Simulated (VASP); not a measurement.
A run of VASP 6.6.1 is set up as follows.

File INCAR:

```
SYSTEM = Rh
PREC     = Accurate       ! precision mode
ENCUT    = 600            ! plane-wave cutoff, eV
EDIFF    = 1E-6           ! SCF threshold, eV
ISMEAR   = -1             ! smearing method
SIGMA    = 0.15           ! smearing width, eV
LREAL    = .False.        ! projectors in reciprocal space
LASPH    = .True.         ! aspherical terms in the spheres
NELM     = 80             ! most SCF steps
ALGO     = Fast           ! electronic algorithm
ISIF     = 3              ! what is computed and relaxed
LWAVE    = .False.        ! write WAVECAR
LCHARG   = .False.        ! write CHGCAR
GGA      = CA             ! functional
IBRION   = 2              ! ionic algorithm
NSW      = 80             ! ionic steps
EDIFFG   = -0.001         ! ionic threshold
```

File KPOINTS:

```
Automatic mesh
0
Gamma
  20 20 20
  0 0 0
```

Contents of POSCAR:

```
Rh
1.0
    0.0000000000      1.8768452935      1.8768452935
    1.8768452935      0.0000000000      1.8768452935
    1.8768452935      1.8768452935      0.0000000000
Rh
1
Direct
    0.0000000000      0.0000000000      0.0000000000
```

Potentials or basis: VASP PAW LDA potentials, release 64 (Rh_pv).

Launch:

```bash
$ cat potpaw_LDA.64/Rh_pv/POTCAR > POTCAR
$ mpirun -np 1 vasp_std > vasp.out
```

**Question.** Predict the relaxed cell.

**Answer.** a = 2.659 Å, b = 2.659 Å, c = 2.659 Å, α = 60.00°, β = 60.00°, γ = 60.00°.

**Question.** Estimate the space group after relaxing (to 0.1 Å).

**Answer.** Fm-3m (No. 225).

The path:
```tsv
step	energy change (eV)	largest force (eV/Å)	pressure (GPa)	volume (Å³)
1	0.0000	0.0000	2.00	13.22
2	0.0038	0.0000	-5.17	13.54
3	-0.0004	0.0000	0.11	13.30
4	-0.0004	0.0000	-0.16	13.30
5	-0.0004	0.0000	-0.01	13.30
```
